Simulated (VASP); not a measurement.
# CdS (Fm-3m) in VASP: further runs

The runs below take CdS through single point, relaxation of cell and atoms, with r2SCAN, LDA, PBEsol, r2SCAN+D4.

All numbers are computed with VASP 6.6.1; they aren't measurements. Logs are shortened: lines on timing, memory, paths and dates and some standing lists are left out, and cuts for length are marked.

## (1) The cell of the first run

The structure is cubic, space group Fm-3m (No. 225). Conventional cell: a = 5.454 Å, b = 5.454 Å, c = 5.454 Å, α = 90.00°, β = 90.00°, γ = 90.00°. Cd (site symmetry m-3m) has 6 S at 2.73 Å within 3.6 Å. Within 3.6 Å of S (site symmetry m-3m) lie 6 Cd at 2.73 Å.

## (2) Single point, r2SCAN

The input, POSCAR:

```
CdS
1.0
    0.0000000000      2.7272099220      2.7272099220
    2.7272099220      0.0000000000      2.7272099220
    2.7272099220      2.7272099220      0.0000000000
Cd S
1 1
Direct
    0.0000000000      0.0000000000      0.0000000000
    0.5000000000      0.5000000000      0.5000000000
```

The input, INCAR.step1:

```
PREC = Accurate
ENCUT = 520
ISMEAR = -1
SIGMA = 0.01
LREAL = F
LASPH = T
NELM = 100
NBANDS = 16
GGA = PE
ALGO = Normal
EDIFF = 1E-4
LWAVE = T
LCHARG = F
```

The input, INCAR.step2:

```
PREC = Accurate
ENCUT = 520
EDIFF = 1E-7
ISMEAR = -1
SIGMA = 0.01
LREAL = F
LASPH = T
NELM = 100
ALGO = Normal
ISIF = 2
LWAVE = F
LCHARG = T
METAGGA = R2SCAN
LMIXTAU = T
LELF = T
LVHAR = T
NBANDS = 16
ISTART = 1
```

The input, KPOINTS:

```
regular mesh
0
Gamma
  6 6 6
```

Potentials or basis: VASP PAW PBE potentials, release 64 (Cd, S).

Run with:

```console
$ cat potpaw_PBE.64/Cd/POTCAR potpaw_PBE.64/S/POTCAR > POTCAR
$ cp INCAR.step1 INCAR
$ mpirun -np 1 vasp_std > vasp.out
$ cp INCAR.step2 INCAR
$ mpirun -np 1 vasp_std > vasp.out
```

OUTCAR:

```text
PREC = Accurate
   ENCUT = 520
   EDIFF = 1E-7
   ISMEAR = -1
   LREAL = F
   LASPH = T
   NELM = 100
   ISIF = 2
   METAGGA = R2SCAN
   ISTART = 1

 ion  position               nearest neighbor table
   1  0.000  0.000  0.000-   2 2.73   2 2.73   2 2.73   2 2.73   2 2.73   2 2.73
   2  0.500  0.500  0.500-   1 2.73   1 2.73   1 2.73   1 2.73   1 2.73   1 2.73

  LATTYP: Found a face centered cubic cell.
 ALAT       =     5.4544198440

  Lattice vectors:

 A1 = (   0.0000000000,   2.7272099220,   2.7272099220)
 A2 = (   2.7272099220,   0.0000000000,   2.7272099220)
 A3 = (   2.7272099220,   2.7272099220,   0.0000000000)

Analysis of symmetry for initial positions (statically):
=====================================================================
 Subroutine PRICEL returns:
 Original cell was already a primitive cell.

 Routine SETGRP: Setting up the symmetry group for a
 face centered cubic supercell.

 Subroutine GETGRP returns: Found 48 space group operations
 (whereof 48 operations were pure point group operations)
 out of a pool of 48 trial point group operations.

The static configuration has the point symmetry O_h .

Analysis of symmetry for dynamics (positions and initial velocities):
=====================================================================
 Subroutine PRICEL returns:
 Original cell was already a primitive cell.

 Routine SETGRP: Setting up the symmetry group for a
 face centered cubic supercell.

 Subroutine GETGRP returns: Found 48 space group operations
 (whereof 48 operations were pure point group operations)
 out of a pool of 48 trial point group operations.

The dynamic configuration has the point symmetry O_h .

 Subroutine INISYM returns: Found 48 space group operations
 (whereof 48 operations are pure point group operations),
 and found     1 'primitive' translations

----------------------------------------------------------------------------------------

                                     Primitive cell

  volume of cell :      40.5682

  direct lattice vectors                    reciprocal lattice vectors
     0.000000000  2.727209922  2.727209922    -0.183337555  0.183337555  0.183337555
     2.727209922  0.000000000  2.727209922     0.183337555 -0.183337555  0.183337555
     2.727209922  2.727209922  0.000000000     0.183337555  0.183337555 -0.183337555

  length of vectors
     3.856857259  3.856857259  3.856857259     0.317549961  0.317549961  0.317549961

  position of ions in fractional coordinates (direct lattice)
     0.000000000  0.000000000  0.000000000
     0.500000000  0.500000000  0.500000000

  ion indices of the primitive-cell ions
   primitive index   ion index
                 1           1
                 2           2

----------------------------------------------------------------------------------------

 KPOINTS: regular mesh

Automatic generation of k-mesh.
 Grid dimensions read from file:
 generate k-points for:    6    6    6

 Generating k-lattice:

  Cartesian coordinates                     Fractional coordinates (reciprocal lattice)
    -0.030556259  0.030556259  0.030556259     0.166666667  0.000000000  0.000000000
     0.030556259 -0.030556259  0.030556259     0.000000000  0.166666667  0.000000000
     0.030556259  0.030556259 -0.030556259     0.000000000  0.000000000  0.166666667

  Length of vectors
     0.052924993  0.052924993  0.052924993

  Shift w.r.t. Gamma in fractional coordinates (k-lattice)
     0.000000000  0.000000000  0.000000000

 Subroutine IBZKPT returns following result:
 ===========================================

 Found     16 irreducible k-points:

 Following reciprocal coordinates:
            Coordinates               Weight
  0.000000  0.000000  0.000000      1.000000
  0.166667  0.000000  0.000000      8.000000
  0.333333  0.000000  0.000000      8.000000
  0.500000  0.000000  0.000000      4.000000
  0.166667  0.166667  0.000000      6.000000
  0.333333  0.166667  0.000000     24.000000
[... 8 lines left out ...]
 -0.333333  0.333333  0.166667     24.000000
 -0.333333  0.500000  0.166667     12.000000
   k-points           NKPTS =     16   k-points in BZ     NKDIM =     16   number of bands    NBANDS=     16
   number of dos      NEDOS =    301   number of ions     NIONS =      2
   total plane-waves  NPLWV =  27000
   dimension x,y,z NGX =    30 NGY =   30 NGZ =   30
   dimension x,y,z NGXF=    60 NGYF=   60 NGZF=   60
   ions per type =               1   1
   NGX,Y,Z   is equivalent  to a cutoff of  12.93, 12.93, 12.93 a.u.
   NGXF,Y,Z  is equivalent  to a cutoff of  25.86, 25.86, 25.86 a.u.
 SYSTEM =  unknown system
   PREC   = accura    normal or accurate (medium, high low for compatibility)
   ISTART =      1    job   : 0-new  1-cont  2-samecut
   ICHARG =      0    charge: 1-file 2-atom 10-const
   ISPIN  =      1    spin polarized calculation?
   LNONCOLLINEAR =      F non collinear calculations
   LSORBIT =      F    spin-orbit coupling
   LASPH  =      T    aspherical Exc in radial PAW
   ENCUT  =  520.0 eV  38.22 Ry    6.18 a.u.   7.17  7.17  7.17*2*pi/ulx,y,z
   NELM   =    100;   NELMIN=  2; NELMDL=  0     # of ELM steps
   EDIFF  = 0.1E-06   stopping-criterion for ELM
   LREAL  =      F    real-space projection
   EDIFFG = 0.1E-05   stopping-criterion for IOM
   NSW    =      0    number of steps for IOM
   IBRION =     -1    ionic relax: 0-MD 1-quasi-New 2-CG
   NFREE  =      0    steps in history (QN), initial steepest desc. (CG)
   ISIF   =      2    stress and relaxation
   ISYM   =      2    0-nonsym 1-usesym 2-fastsym
   POTIM  = 0.5000    time-step for ionic-motion
   TEBEG  =    0.0;   TEEND  =   0.0 temperature during run
   PSTRESS=    0.0 pullay stress
   NELECT =      18.0000    total number of electrons
   NUPDOWN=      -1.0000    fix difference up-down
   EMIN   =  10.00;   EMAX   =-10.00  energy-range for DOS
   EFERMI =   0.00;   METHOD = LEGACY
   ISMEAR =    -1;   SIGMA  =   0.01  broadening in eV -4-tet -1-fermi 0-gaus
   EFERMI_NEDOS =   21; number of points for ismear=-14 and -15
   IALGO  =     38    algorithm
   IMIX   =      4    mixing-type and parameters
     AMIX     =   0.40;   BMIX     =  1.00
     AMIX_MAG =   1.60;   BMIX_MAG =  1.00
  volume/ion in A,a.u.               =      20.28       136.88
  Fermi-wavevector in a.u.,A,eV,Ry     =   1.248640  2.359587 21.212854  1.559101
  Thomas-Fermi vector in A             =   2.382717
   LORBIT       =      0    0 simple, 1 ext, 2 COOP (PROOUT), +10 PAW based schemes
   METAGGA = R2SCAN    functional components
   LHFCALC =     F    Hartree Fock is set to
   AEXX    =    0.0000 exact exchange contribution
   IVDW    =     0    specifies the selected vdW correction
   LEPSILON=     F    determine dielectric tensor
   LRPA    =     F    only Hartree local field effects (RPA)
 non-spin polarized calculation
  energy-cutoff  :      520.00
  volume of cell :       40.57
 maximum number of plane-waves:      1113
 NGX is ok and might be reduce to    30
   NGX = 15   NGY = 15   NGZ = 15

 number of electron      18.0000003 magnetization

 Free energy of the ion-electron system (eV)
  ---------------------------------------------------
  ext. energy  EPLUGINS =         0.00000000
  ---------------------------------------------------
  free energy    TOTEN  =       -29.51977725 eV

  energy without entropy =      -29.51977725  energy(sigma->0) =      -29.51977725

 E-fermi :   3.0295     XC(G=0): -11.0012

 val. band max:        2.7495302267   @ k =   0.5000   0.0000   0.0000
 cond. band min:       3.4808587447   @ k =   0.5000   0.5000   0.0000
 fundamental gap:      0.7313285180
 Fermi energy:         3.0294809774

 k-point     1 :       0.0000    0.0000    0.0000
  band No.  band energies     occupation
      1     -10.5872      2.00000
      2      -5.1133      2.00000
      3      -5.1133      2.00000
      4      -5.1128      2.00000
      5      -5.1128      2.00000
      6      -5.1128      2.00000
[... 8 lines left out ...]
     15      15.1364      0.00000
     16      15.1364      0.00000

 k-point     2 :       0.1667    0.0000    0.0000
  band No.  band energies     occupation
      1     -10.3464      2.00000
      2      -5.2001      2.00000
      3      -5.2001      2.00000
      4      -5.1416      2.00000
      5      -5.0622      2.00000
      6      -5.0622      2.00000
[... 8 lines left out ...]
     15      13.6777      0.00000
     16      14.5326      0.00000

 k-point     3 :       0.3333    0.0000    0.0000
  band No.  band energies     occupation
      1      -9.7756      2.00000
      2      -5.3652      2.00000
      3      -5.3652      2.00000
      4      -5.2546      2.00000
      5      -4.9590      2.00000
      6      -4.9590      2.00000
[... 8 lines left out ...]
     15      15.0332      0.00000
     16      15.0333      0.00000

 k-point     4 :       0.5000    0.0000    0.0000
  band No.  band energies     occupation
      1      -9.4204      2.00000
      2      -5.4438      2.00000
      3      -5.4438      2.00000
      4      -5.3718      2.00000
      5      -4.9062      2.00000
      6      -4.9062      2.00000
[... 8 lines left out ...]
     15      16.4259      0.00000
     16      16.4259      0.00000
[... 172 lines left out ...]
 k-point    14 :       0.5000    0.3333    0.1667
  band No.  band energies     occupation
      1      -9.6245      2.00000
      2      -5.2586      2.00000
      3      -5.1810      2.00000
      4      -5.1673      2.00000
      5      -4.9247      2.00000
      6      -4.7884      2.00000
[... 8 lines left out ...]
     15      17.5300      0.00000
     16      18.8255      0.00000

 k-point    15 :      -0.3333    0.3333    0.1667
  band No.  band energies     occupation
      1      -9.4901      2.00000
      2      -5.3189      2.00000
      3      -5.1487      2.00000
      4      -5.1193      2.00000
      5      -4.8773      2.00000
      6      -4.6012      2.00000
[... 8 lines left out ...]
     15      16.3794      0.00000
     16      18.2741      0.00000

 k-point    16 :      -0.3333    0.5000    0.1667
  band No.  band energies     occupation
      1      -9.5536      2.00000
      2      -5.1994      2.00000
      3      -5.1935      2.00000
      4      -4.9951      2.00000
      5      -4.8407      2.00000
      6      -4.2671      2.00000
[... 8 lines left out ...]
     15      17.4556      0.00000
     16      18.0912      0.00000

------------------------ aborting loop because EDIFF is reached ----------------------------------------

  FORCE on cell =-STRESS in cart. coord.  units (eV):
  Direction    XX          YY          ZZ          XY          YZ          ZX
  --------------------------------------------------------------------------------------
  -------------------------------------------------------------------------------------
  Total        0.1173192      0.1173192      0.1173192      0.0000000     -0.0000000     -0.0000000
  in kB        4.6333391      4.6333391      4.6333391      0.0000000     -0.0000000     -0.0000000
  external PRESSURE =       4.6333391 kB  Pullay stress =       0.0000000 kB

 VOLUME and BASIS-vectors are now :
 -----------------------------------------------------------------------------
  energy-cutoff  :      520.00
  volume of cell :       40.57
      direct lattice vectors                 reciprocal lattice vectors
     0.000000000  2.727209922  2.727209922    -0.183337555  0.183337555  0.183337555
     2.727209922  0.000000000  2.727209922     0.183337555 -0.183337555  0.183337555
     2.727209922  2.727209922  0.000000000     0.183337555  0.183337555 -0.183337555

 POSITION                                       TOTAL-FORCE (eV/Angst)
 -----------------------------------------------------------------------------------
      0.00000      0.00000      0.00000         0.000000     -0.000000     -0.000000
      2.72721      2.72721      2.72721        -0.000000      0.000000      0.000000
 -----------------------------------------------------------------------------------
    total drift:                               -0.000000      0.000000      0.000000

  FREE ENERGIE OF THE ION-ELECTRON SYSTEM (eV)
  ---------------------------------------------------
  free  energy   TOTEN  =       -29.5197772486 eV

  energy  without entropy=      -29.5197772486  energy(sigma->0) =      -29.51977725
```

Run time: 65 s. Hardware: 1 thread of Intel Xeon Platinum 8259CL at 2.50GHz (Skylake/Cascade Lake), shared host; peak memory 0.17 GiB.

Results:

| Item | Value |
| --- | --- |
| Free energy | -29.5198 eV |
| Pressure | 0.5 GPa |
| Band gap on the k mesh | 0.73 eV, indirect (least direct gap 2.35 eV) |

Caveat: the PAW data sets were made with another functional, which shifts forces and pressure a little. r2SCAN opens gaps a little over a GGA but as a rule still falls short of measured ones.

## (3) Relaxation of cell and atoms, LDA

This run uses another cell than the first one, of 20.87 Å³/atom, 1.029 times its volume.

The input, INCAR:

```
SYSTEM = CdS
ALGO = Normal ; EDIFF = 1E-6
EDIFFG = -0.01 ; ENCUT = 600
IBRION = 2 ; ISIF = 3
ISMEAR = -1 ; LASPH = .True.
LCHARG = .False. ; LREAL = .False.
LWAVE = .False. ; NELM = 80
NSW = 80 ; PREC = Accurate
SIGMA = 0.01
```

The input, KPOINTS:

```
k-points
0
Gamma
  6 6 6
  0 0 0
```

The input, POSCAR:

```
CdS
1.0
    0.0000000000      2.7532400000      2.7532400000
    2.7532400000      0.0000000000      2.7532400000
    2.7532400000      2.7532400000      0.0000000000
Cd S
1 1
Direct
    0.0000000000      0.0000000000      0.0000000000
    0.5000000000      0.5000000000      0.5000000000
```

Potentials or basis: VASP PAW LDA potentials, release 64 (Cd, S).

Run with:

```console
$ cat potpaw_LDA.64/Cd/POTCAR potpaw_LDA.64/S/POTCAR > POTCAR
$ mpirun -np 1 vasp_std > vasp.out
```

Wall time 18 s (1 thread of Intel Xeon Platinum 8259CL at 2.50GHz (Skylake/Cascade Lake), shared host); peak memory 0.17 GiB.

The run converged. Its results:

| Property | Result |
| --- | --- |
| Free energy | -7.2589 eV |
| Relaxed volume | 19.18 Å³/atom |
| Relaxed cell | a = 3.786 Å, b = 3.786 Å, c = 3.786 Å, α = 60.00°, β = 60.00°, γ = 60.00° |
| Space group after relaxing (to 0.05 Å) | Fm-3m (No. 225) |
| Energy gained by relaxing | 36.6 meV/atom |
| Ionic steps | 3 |
| Pressure after relaxing | 0.0 GPa |
| Band gap on the k mesh | zero (filled and empty bands overlap) |

Step by step:
| step | energy change (eV) | largest force (eV/Å) | pressure (GPa) | volume (Å³) |
| --- | --- | --- | --- | --- |
| 1 | 0.0000 | 0.0000 | -6.39 | 41.74 |
| 2 | -0.0563 | 0.0000 | 3.93 | 36.91 |
| 3 | -0.0732 | 0.0000 | 0.00 | 38.36 |

Final structure:
```
Cd S
1.0
     0.00000    2.67681    2.67681
     2.67681    0.00000    2.67681
     2.67681    2.67681    0.00000
Cd S
1 1
Direct
  0.00000 0.00000 0.00000
  0.50000 0.50000 0.50000
```

Levels at points of the mesh, in eV from the Fermi level:
| k point | band 6 | band 7 | band 8 | band 9 | band 10 | band 11 | band 12 | band 13 |
| --- | --- | --- | --- | --- | --- | --- | --- | --- |
| (0.00, 0.00, 0.00) | -7.83 | -0.92 | -0.92 | -0.92 | 0.98 | 9.17 | 9.17 | 9.17 |
| (0.50, 0.00, 0.00) | -7.57 | -5.27 | -0.01 | -0.01 | 3.24 | 5.66 | 5.66 | 7.17 |
| (0.50, 0.50, 0.00) | -6.65 | -4.79 | -2.47 | -2.47 | -0.01 | 5.82 | 10.07 | 11.50 |

[end of part 1 of 2]
